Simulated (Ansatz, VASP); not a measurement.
## AlN: VASP beside Ansatz

File INCAR:

```
PREC = Accurate
ENCUT = 520
EDIFF = 1E-7
ISMEAR = 0
SIGMA = 0.05
LREAL = F
LASPH = T
NELM = 100
ALGO = Normal
ISIF = 2
LWAVE = F
LCHARG = T
GGA = CA
LELF = T
LVHAR = T
NBANDS = 26
```

The input KPOINTS:

```
Automatic mesh
0
Gamma
  8 6 4
```

Contents of POSCAR:

```
AlN
1.0
   -1.6378403119      2.8368226349      0.0000000000
    0.0000000000      0.0000000000      4.1006264518
    4.9135209358      2.8368226349      0.0000000000
Al N
4 4
Direct
    0.6602031335      0.7500000000      0.0938852835
    1.0000000000      0.7500000000      0.6666666667
    0.0000000000      0.2500000000      0.3333333333
    0.5000000000      0.2500000000      0.8333333333
    0.5000000000      0.2500000000      0.1666666667
    1.0000000000      0.2500000000      0.6666666667
    0.0000000000      0.7500000000      0.3333333333
    0.5000000000      0.7500000000      0.8333333333
```

Input for Ansatz:

```yaml
crystal:
  lattice:
    - [-1.6378403119, 2.8368226349, 0.0]
    - [0.0, 0.0, 4.1006264518]
    - [4.9135209358, 2.8368226349, 0.0]
  atoms:
    - { symbol: Al, position: [0.6602031335, 0.75, 0.0938852835] }
    - { symbol: Al, position: [1.0, 0.75, 0.6666666667] }
    - { symbol: Al, position: [0.0, 0.25, 0.3333333333] }
    - { symbol: Al, position: [0.5, 0.25, 0.8333333333] }
    - { symbol: "N", position: [0.5, 0.25, 0.1666666667] }
    - { symbol: "N", position: [1.0, 0.25, 0.6666666667] }
    - { symbol: "N", position: [0.0, 0.75, 0.3333333333] }
    - { symbol: "N", position: [0.5, 0.75, 0.8333333333] }
basis:
  ecutwfc: 420
kpoints:
  mp_grid: { grid: [8, 6, 4] }
hamiltonian:
  xc: lda
  pseudopotentials: { kind: paw, azcp: { folder: soft_1 } }
scf:
  occupations: { method: gaussian, width: 0.05 }
output:
  forces: true
  stress: true
  eigenvalues: true
  write_density: true
  write_potential: true
  elf: true
  volumetric_format: npy
```

Alike in both runs: task single point; functional LDA; k mesh 8 × 6 × 4; occupations gaussian, width 0.05 eV; no spin polarisation.

|  | VASP | Ansatz |
| --- | --- | --- |
| version | VASP 6.6.1 | Ansatz 0.2.0 |
| potentials or method | VASP PAW LDA potentials, release 64 (Al, N), cutoff 520 eV | scalar-relativistic, plane waves, PAW |
| valence electrons in the cell | 32 | 32 |

Ansatz gave:

```
gap on the k mesh at the Fermi level (eV)                     : 1.98
least direct gap on the mesh (eV)                             : 1.98
pressure (GPa)                                                : 10.8
traceless stress, the component that is largest in VASP (GPa) : 16.22
rms of the force components (eV/Å)                            : 2.918
```

Q: Which values does VASP return?

A: gap on the k mesh at the Fermi level (eV): 1.98; least direct gap on the mesh (eV): 1.98; pressure (GPa): 11.8; traceless stress, the component that is largest in VASP (GPa): 16.84; rms of the force components (eV/Å): 2.963.

Ansatz warns that its potentials were made for another functional, while VASP's fit it. LDA's correlation is that of Perdew and Zunger in VASP and of Perdew and Wang (1992) in Ansatz. Atom by atom the forces differ by 0.055 eV/Å (rms over components).
